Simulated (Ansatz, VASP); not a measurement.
Two plane-wave programs on MoSe

File INCAR:

```
PREC     = Accurate       # precision mode
ENCUT    = 600            # plane-wave cutoff, eV
EDIFF    = 1E-6           # SCF threshold, eV
ISMEAR   = 0              # smearing method
SIGMA    = 0.1            # smearing width, eV
LREAL    = False          # projectors in reciprocal space
LASPH    = True           # aspherical terms in the spheres
NELM     = 80             # most SCF steps
ALGO     = Normal         # electronic algorithm
ISIF     = 3              # what is computed and relaxed
LWAVE    = False          # write WAVECAR
LCHARG   = False          # write CHGCAR
GGA      = PE             # functional
IBRION   = 2              # ionic algorithm
NSW      = 80             # ionic steps
EDIFFG   = -0.01          # ionic threshold
```

File KPOINTS:

```
regular mesh
0
Gamma
  14 14 14
```

POSCAR

```
MoSe
1.0
    0.0000000000      2.6101627283      2.6101627283
    2.6101627283      0.0000000000      2.6101627283
    2.6101627283      2.6101627283      0.0000000000
Mo Se
1 1
Direct
    0.0000000000      0.0000000000      0.0000000000
    0.5000000000      0.5000000000      0.5000000000
```

Input for Ansatz:

```yaml
crystal:
  lattice:
    - [0.0, 2.6101627283, 2.6101627283]
    - [2.6101627283, 0.0, 2.6101627283]
    - [2.6101627283, 2.6101627283, 0.0]
  atoms:
    - { symbol: Mo, position: [0.0, 0.0, 0.0] }
    - { symbol: Se, position: [0.5, 0.5, 0.5] }
basis:
  ecutwfc: 420
kpoints:
  mp_grid: { grid: [14, 14, 14] }
hamiltonian:
  xc: pbe
scf:
  occupations: { method: gaussian, width: 0.1 }
  lower_state_search: "off"
output:
  forces: true
  stress: true
  eigenvalues: true
relax:
  adjacent_minimum: "off"
  f_tol: 0.01
  max_steps: 60
  cell: { stress_tol: 0.05 }
```

Alike in both runs: task relaxation of cell and atoms; functional PBE; k mesh 14 × 14 × 14; occupations gaussian, width 0.1 eV; no spin polarisation.

```csv
,VASP,Ansatz
version,VASP 6.6.1,Ansatz 0.2.0
potentials or method,"VASP PAW PBE potentials, release 64 (Mo_sv, Se), cutoff 600 eV","scalar-relativistic, plane waves, PAW"
valence electrons in the cell,20,30
```

```tsv
	VASP	Ansatz	Ansatz less VASP
gap on the k mesh at the Fermi level, each at its own relaxed structure (eV)	none	none	-
relaxed volume (Å³/atom)	17.81	17.78	-0.026
relaxed cell length with the largest relative difference (Å)	3.693	3.691	-0.0018
```

A gap of «none» marks a metal or a gap that the smearing closes. VASP's potentials hold 20 valence electrons a cell and Ansatz's 30, so a difference there can come from the potentials and not from the codes.
